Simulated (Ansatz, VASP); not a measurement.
## Two plane-wave programs on Ba

INCAR

```
SYSTEM = Ba
PREC     = Accurate       ! precision mode
ENCUT    = 520            ! plane-wave cutoff, eV
EDIFF    = 1E-6           ! SCF threshold, eV
ISMEAR   = 1              ! smearing method
SIGMA    = 0.05           ! smearing width, eV
LREAL    = .False.        ! projectors in reciprocal space
LASPH    = .True.         ! aspherical terms in the spheres
NELM     = 100            ! most SCF steps
ALGO     = Normal         ! electronic algorithm
ISIF     = 2              ! what is computed and relaxed
LWAVE    = .False.        ! write WAVECAR
LCHARG   = .True.         ! write CHGCAR
GGA      = PS             ! functional
LELF     = .True.         ! ELF
LVHAR    = .True.       
NBANDS   = 17             ! bands
```

Contents of KPOINTS:

```
regular mesh
0
Gamma
  2 2 2
  0 0 0
```

POSCAR

```
Ba
1.0
    6.9960700000      0.0000000000      0.0000000000
   -3.4980350000      6.0587743467      0.0000000000
    0.0000000000      0.0000000000      3.9093900000
Ba
2
Direct
    0.3333333333      0.6666666667      0.5000000000
    0.6666666667      0.3333333333      0.5000000000
```

Input for Ansatz:

```yaml
crystal:
  lattice:
    a: 6.99607
    b: 6.99607
    c: 3.90939
    alpha: 90.0
    beta: 90.0
    gamma: 120.0
  space_group: 191
  atoms:
    - { symbol: Ba, position: [0.3333333333333333, 0.6666666666666666, 0.5] }
kpoints:
  mp_grid:
    grid: [2, 2, 2]
hamiltonian:
  xc: pbesol
  pseudopotentials:
    kind: paw
scf:
  occupations:
    method: methfessel_paxton
    width: 0.05
output:
  forces: true
  stress: true
```

Alike in both runs: task single point; functional PBEsol; k mesh 2 × 2 × 2; occupations methfessel-paxton of order 1, width 0.05 eV; no spin polarisation.

|  | VASP | Ansatz |
| --- | --- | --- |
| version | VASP 6.6.1 | Ansatz 0.2.0 |
| potentials or method | VASP PAW PBE potentials, release 64 (Ba_sv) | plane waves, PAW |
| plane-wave cutoff (eV) | 520 | 420 |
| valence electrons in the cell | 20 | 20 |

Ansatz gave:

| Property | Result |
| --- | --- |
| pressure (GPa) | -1.5 |
| traceless stress, the component that is largest in VASP (GPa) | -1.61 |

**Question.** Estimate VASP's values.

**Answer.** Pressure (GPa): -1.4; traceless stress, the component that is largest in VASP (GPa): -1.61.

VASP's potentials were made for PBE, not for PBEsol.

The k mesh is coarse, so the values compare programs but aren't converged. Neither program's run includes spin-orbit coupling.
